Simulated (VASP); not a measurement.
BP: single point with LDA

The system is BP.

```
CELL_PARAMETERS angstrom
2.71648 0.00000 0.00000
0.00000 2.71648 0.00000
0.00000 0.00000 2.71648
ATOMIC_POSITIONS crystal
B 0.50000 0.50000 0.50000
P 0.00000 0.00000 0.00000
```

| Property | Result |
| --- | --- |
| Program | VASP 6.6.1 |
| Task | single point |
| Functional | LDA |
| Potentials or basis | VASP PAW LDA potentials, release 64 (B, P) |
| Cutoff | 500 eV |
| k mesh | 20 × 20 × 20 |
| Occupations | gaussian, width 0.1 eV |
| Spin | no spin polarisation |
| Dipole correction | no |
| Further INCAR settings | ALGO = Normal; EDIFF = 1e-06; NBANDS = 11 |

| Item | Value |
| --- | --- |
| Pressure | -5.5 GPa |
| Band gap on the k mesh | zero (band 4 reaches 12.94 eV, above the bottom of band 5 at 6.80 eV) |

Levels at points of the mesh, in eV from the Fermi level:
```
           k point  band 2  band 3  band 4  band 5  band 6  band 7
(0.00, 0.00, 0.00)   -1.10   -1.10   -1.10    2.22    4.45    4.45
(0.50, 0.00, 0.00)  -11.35    2.84    2.84    3.37    3.37    4.98
(0.50, 0.50, 0.00)   -8.06   -8.06   -5.93    5.02    5.42    8.26
(0.50, 0.50, 0.50)   -3.74   -3.74   -3.74   -3.07   -3.07   -3.07
```

Wall time 52 s on 1 thread of AMD EPYC 7R13 (shared host), peak memory 0.13 GiB.
